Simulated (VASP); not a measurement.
Here is a VASP 6.6.1 calculation.

File INCAR:

```
  PREC = Accurate
  ENCUT = 600
  EDIFF = 1E-7
  ISMEAR = 0
  SIGMA = 0.1
  LREAL = F
  LASPH = T
  NELM = 60
  ALGO = Normal
  ISIF = 3
  LWAVE = F
  LCHARG = F
  GGA = PE
  IBRION = 2
  NSW = 100
  EDIFFG = -0.01
```

File KPOINTS:

```
Automatic mesh
0
Gamma
  12 12 10
```

File POSCAR:

```
TiB2
1.0
    3.8694547480      0.0000000000      0.0000000000
   -1.9347273740      3.3510461105      0.0000000000
    0.0000000000      0.0000000000      4.3200028188
Ti B
2 4
Direct
    0.3333333333      0.6666666667      0.2500000000
    0.6666666667      0.3333333333      0.7500000000
    0.0000000000      0.0000000000      0.0000000000
    0.0000000000      0.0000000000      0.5000000000
    0.6666666667      0.3333333333      0.2500000000
    0.3333333333      0.6666666667      0.7500000000
```

Potentials or basis: VASP PAW PBE potentials, release 64 (Ti_sv, B).

Command:

```console
$ cat potpaw_PBE.64/Ti_sv/POTCAR potpaw_PBE.64/B/POTCAR > POTCAR
$ mpirun -np 1 vasp_std > vasp.out
```

(1) Estimate the relaxed cell.

(2) Estimate the space group after relaxing (to 0.1 Å).

(3) What does it give for the relaxed volume?

Answers

(1) a = 3.884 Å, b = 3.884 Å, c = 4.307 Å, α = 90.00°, β = 90.00°, γ = 120.00°.

(2) P6_3/mmc (No. 194).

(3) 9.38 Å³/atom.
